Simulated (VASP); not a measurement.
Input of a VASP 6.6.1 run:

POSCAR

```
Sb
1.0
   -4.0567002343      4.0567002343      2.0389009140
    4.0567002343     -4.0567002343      2.0389009140
    4.0567002343      4.0567002343     -2.0389009140
Sb
4
Direct
    0.6512630600      0.1512630600      0.8025261200
    0.1512630600      0.3487369400      0.5000000000
    0.3487369400      0.8487369400      0.1974738800
    0.8487369400      0.6512630600      0.5000000000
```

Contents of INCAR.step1:

```
PREC = Accurate
ENCUT = 520
ISMEAR = -1
SIGMA = 0.05
LREAL = F
LASPH = T
NELM = 60
NBANDS = 18
GGA = PE
ALGO = Normal
EDIFF = 1E-4
LWAVE = T
LCHARG = F
```

Contents of INCAR.step2:

```
PREC = Accurate
ENCUT = 520
EDIFF = 1E-7
ISMEAR = -1
SIGMA = 0.05
LREAL = F
LASPH = T
NELM = 60
ALGO = Normal
ISIF = 2
LWAVE = F
LCHARG = F
METAGGA = R2SCAN
LMIXTAU = T
NBANDS = 18
ISTART = 1
```

KPOINTS

```
Automatic mesh
0
Gamma
  7 7 7
```

Potentials or basis: VASP PAW PBE potentials, release 64 (Sb).

Command:

```console
$ cat potpaw_PBE.64/Sb/POTCAR > POTCAR
$ cp INCAR.step1 INCAR
$ mpirun -np 1 vasp_std > vasp.out
$ cp INCAR.step2 INCAR
$ mpirun -np 1 vasp_std > vasp.out
```

Problem. Predict the pressure.

Solution. -0.3 GPa.

Problem. Estimate the largest force.

Solution. 0.031 eV/Å.

Problem. Predict the band gap on the k mesh.

Solution. Zero (band 10 reaches 6.44 eV, above the bottom of band 11 at 4.76 eV).

Forces in eV/Å, atoms in the order of the input:
```
Sb   0.022  0.022  0.000
Sb  -0.022  0.022  0.000
Sb  -0.022 -0.022  0.000
Sb   0.022 -0.022  0.000
```

Caveat: the PAW data sets were made with another functional, which shifts forces and pressure a little; spin-orbit coupling is left out, which moves the levels of the heavy elements.
